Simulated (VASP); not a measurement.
Wanted: the native input for a VASP 6.6.1 run.

```
Task                   : single point
Functional             : PBE
Dispersion             : D3(BJ)
Potentials or basis    : VASP PAW PBE potentials, release 64 (W_sv, C, F)
Cutoff                 : 520 eV
k mesh                 : 4 × 3 × 1
Occupations            : gaussian, width 0.1 eV
Spin                   : no spin polarisation
Dipole correction      : yes
Further INCAR settings : LREAL = Auto; ALGO = Normal; EDIFF = 1e-06; NBANDS = 174; NELMDL = -8
```

The structure of W8C8F lies in POSCAR:

```
W8C8F
1.0
    5.8038113749      0.0000000000      0.0000000000
   -2.9019056875      7.5735822842      0.0000000000
    0.0000000000      0.0000000000     25.3681597246
W C F
16 16 2
Direct
    0.8601095922      0.7202191844      0.3153559456
    0.8601095922      0.2202191844      0.3153559456
    0.3601095922      0.7202191844      0.3153559456
    0.3601095922      0.2202191844      0.3153559456
    0.7202191845      0.4404383689      0.3894611870
    0.7202191844      0.9404383689      0.3894611870
    0.2202191844      0.4404383689      0.3894611870
    0.2202191844      0.9404383689      0.3894611870
    0.5792802885      0.1603382087      0.4639317214
    0.5804247392      0.6605204444      0.4646440583
    0.0814531834      0.1602561462      0.4639095321
    0.0800822959      0.6597573207      0.4636136057
    0.4352392886      0.8761395641      0.5395935258
    0.4387145756      0.3774068575      0.5435048771
    0.9410967125      0.8761368547      0.5395610988
    0.9379459731      0.3751139766      0.5360749883
    0.0034611909      0.0069223818      0.3277068192
    0.0034611909      0.5069223818      0.3277068192
    0.5034611909      0.0069223818      0.3277068192
    0.5034611909      0.5069223818      0.3277068192
    0.8635707832      0.7271415663      0.4018120605
    0.8635707832      0.2271415663      0.4018120605
    0.3635707831      0.7271415663      0.4018120605
    0.3635707831      0.2271415663      0.4018120605
    0.7210578891      0.4451000237      0.4755325878
    0.7226568462      0.9452682619      0.4765190341
    0.2240779229      0.4451446318      0.4754911397
    0.2218563485      0.9437326819      0.4759740347
    0.5934340909      0.1818509788      0.5465794462
    0.5956311038      0.6915322570      0.5483590376
    0.0889804630      0.1818770101      0.5465814675
    0.0796852401      0.6592221504      0.5458958823
    0.2161191653      0.9321941749      0.5995174399
    0.4549722970      1.4083669249      0.6176739983
```

The input as run:

INCAR

```
SYSTEM = W8C8F
PREC     = Accurate       ! precision mode
ENCUT    = 520            ! plane-wave cutoff, eV
EDIFF    = 1E-6           ! SCF threshold, eV
ISMEAR   = 0              ! smearing method
SIGMA    = 0.1            ! smearing width, eV
LREAL    = Auto         
LASPH    = .True.         ! aspherical terms in the spheres
NELM     = 120            ! most SCF steps
ALGO     = Normal         ! electronic algorithm
ISIF     = 2              ! what is computed and relaxed
LWAVE    = .False.        ! write WAVECAR
LCHARG   = .False.        ! write CHGCAR
LDIPOL   = .True.       
IDIPOL   = 3            
DIPOL    = 0.5 0.5 0.443
GGA      = PE             ! functional
IVDW     = 12             ! dispersion correction
NBANDS   = 174            ! bands
GGA_COMPAT= .False.      
NELMDL   = -8           
KPAR     = 4
```

KPOINTS

```
Automatic mesh
0
Gamma
  4 3 1
  0 0 0
```

Potentials or basis: VASP PAW PBE potentials, release 64 (W_sv, C, F).

Launch:

```console
$ cat potpaw_PBE.64/W_sv/POTCAR potpaw_PBE.64/C/POTCAR potpaw_PBE.64/F/POTCAR > POTCAR
$ mpirun -np 4 vasp_std > vasp.out
```

It gave:

```json
{"Largest force": "1.582 eV/Å", "Band gap on the k mesh": "zero (band 151 reaches 0.36 eV, above the bottom of band 152 at -0.26 eV)", "Dispersion energy per atom": "-0.305 eV"}
```

Caveat: spin-orbit coupling is left out, which moves the levels of the heavy elements.

Run time: 37 min on 4 MPI ranks on AMD EPYC 7R43 64-Core Processor (Zen 3), on a shared host, peak memory 1.6 GiB a rank.
